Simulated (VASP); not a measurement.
AlN: single point with PBE

Crystal: AlN.

```
CELL_PARAMETERS angstrom
3.11551 0.00000 0.00000
-1.55775 2.69811 0.00000
0.00000 0.00000 4.98952
ATOMIC_POSITIONS crystal
Al 0.66667 0.33333 0.49909
Al 0.33333 0.66667 0.99909
N 0.66667 0.33333 0.88091
N 0.33333 0.66667 0.38091
```

```json
{
 "Program": "VASP 6.6.1",
 "Task": "single point",
 "Functional": "PBE",
 "Potentials or basis": "VASP PAW PBE potentials, release 64 (Al, N)",
 "Cutoff": "520 eV",
 "k mesh": "12 × 12 × 6",
 "Occupations": "gaussian, width 0.02 eV",
 "Spin": "no spin polarisation"
}
```

- Pressure: 2.7 GPa
- Band gap on the k mesh: 4.17 eV

Levels at points of the mesh, in eV from the valence-band top:
```csv
k point,band 5,band 6,band 7,band 8,band 9,band 10,band 11,band 12
"(0.00, 0.00, 0.00)",-0.87,-0.22,-0.22,0.00,4.17,6.62,10.58,11.12
"(0.50, 0.00, 0.00)",-3.34,-2.09,-1.77,-0.69,5.80,5.80,8.15,10.25
"(0.00, 0.00, 0.50)",-0.55,-0.55,-0.55,-0.55,6.43,6.43,10.29,10.29
"(0.50, 0.00, 0.50)",-1.47,-1.47,-1.36,-1.36,5.29,5.29,9.23,9.23
```

It took 53 s on 1 thread of Intel Xeon 8259CL, on a shared host, peak memory 0.18 GiB.

A k mesh can miss the band edges.
